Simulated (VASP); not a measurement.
Se, 8 atoms in the cell. Symmetry: Pm-3n, No. 223, cubic system. The conventional cell has a = 5.363 Å, b = 5.363 Å, c = 5.363 Å, α = 90.00°, β = 90.00°, γ = 90.00°. Se (site symmetry m-3) has 12 Se at 3.00 Å within 3.9 Å. Se (site symmetry -4m2) has 14 Se at 2.68 to 3.28 Å within 3.5 Å. 

| Quantity | Value |
| --- | --- |
| Program | VASP 6.6.1 |
| Task | single point |
| Functional | LDA |
| Potentials or basis | VASP PAW LDA potentials, release 64 (Se) |
| Cutoff | 520 eV |
| k mesh | 6 × 6 × 6 |
| Occupations | fermi-dirac, width 0.1 eV |
| Spin | no spin polarisation |
| Dipole correction | no |
| Further INCAR settings | ALGO = Normal; EDIFF = 1e-06; NBANDS = 34 |

Potentials or basis: VASP PAW LDA potentials, release 64 (Se).

Run with:

```sh
$ cat potpaw_LDA.64/Se/POTCAR > POTCAR
$ mpirun -np 1 vasp_std > vasp.out
```

Hardware: 1 thread of Intel(R) Xeon(R) 6975P-C (Granite Rapids), with other jobs on the host.

Q: How long does it take, and how much memory?

A: Run time: 49 s on 1 thread of Intel(R) Xeon(R) 6975P-C (Granite Rapids) (shared host), peak memory 0.22 GiB. Counts: scf iterations 14, k points 20.
